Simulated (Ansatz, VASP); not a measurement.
# Mg in VASP and in Ansatz

```
Mg
1.0
     3.03771    0.00000    0.00000
    -1.51886    2.63074    0.00000
     0.00000    0.00000   10.17656
Mg
4
Direct
  0.00000 0.00000 0.00603
  0.33333 0.66667 0.24562
  0.00000 0.00000 0.50543
  0.66667 0.33333 0.74291
```

Alike in both runs: task single point; functional PBE; k mesh 15 × 15 × 4; occupations gaussian, width 0.1 eV; no spin polarisation.

|  | VASP | Ansatz |
| --- | --- | --- |
| version | VASP 6.6.1 | Ansatz 0.2.0 |
| potentials or method | VASP PAW PBE potentials, release 64 (Mg), cutoff 520 eV | scalar-relativistic, plane waves, PAW |
| valence electrons in the cell | 8 | 40 |

Ansatz gave:

- gap on the k mesh at the Fermi level (eV): none
- pressure (GPa): 6.0
- traceless stress, the component that is largest in VASP (GPa): -1.64
- rms of the force components (eV/Å): 0.247

Task: What did VASP give for the same quantities?

Result: gap on the k mesh at the Fermi level (eV): none; pressure (GPa): 5.9; traceless stress, the component that is largest in VASP (GPa): -1.65; rms of the force components (eV/Å): 0.247.

Atom by atom the forces differ by 0.000 eV/Å (rms over components). A gap of «none» marks a metal or a gap that the smearing closes. VASP's potentials hold 8 valence electrons a cell and Ansatz's 40, so a difference there can come from the potentials and not from the codes.
